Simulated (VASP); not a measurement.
Runs of VASP 6.6.1 on MnO. The structure is that of space group Fm-3m (No. 225), or close to it. The cells are those of the table. 

```csv
task,cell,k mesh,cutoff (eV),gap on the mesh (eV),pressure (GPa),moment (μB)
single point,"a = 3.211 Å, angles 59.9°, 2 atoms",12 × 12 × 12,520,-,-2.0,5.00
relaxation of shape and atoms at fixed volume,"relaxed from a = 3.207 Å, angles 59.9°, 2 atoms",12 × 12 × 12,600,0.11,-1.7,5.00
single point,"a = 3.205 Å, angles 60.0°, 2 atoms",12 × 12 × 12,520,0.10,(a),5.00
single point,"a = 3.116 Å, angles 60.7°, 2 atoms",5 × 5 × 5,520,(c),9.6,5.00
single point,"a = 3.116 Å, angles 60.7°, 2 atoms",12 × 12 × 12,520,0.21,9.6,5.00
single point,"a = 3.134 Å, angles 59.9°, 2 atoms",12 × 12 × 12,520,(b),9.5,5.00
```

Alike in all rows: level PBE+U; potentials or basis VASP PAW PBE potentials, release 64 (Mn_pv, O); spin collinear, ferromagnetic start; Mn d U = 3.9 eV; smearing gaussian 0.05 eV.

Task: Fill in the values left out.

Result: (a) -1.5; (b) 0.23; (c) 0.40.

Caveats: some runs use coarse meshes; a cell with one magnetic atom can't hold antiferromagnetic order, which such compounds often take; the cell stands under pressure (at least some runs); an odd mesh through Γ misses points on the zone boundary, where band edges can lie (at least some runs).
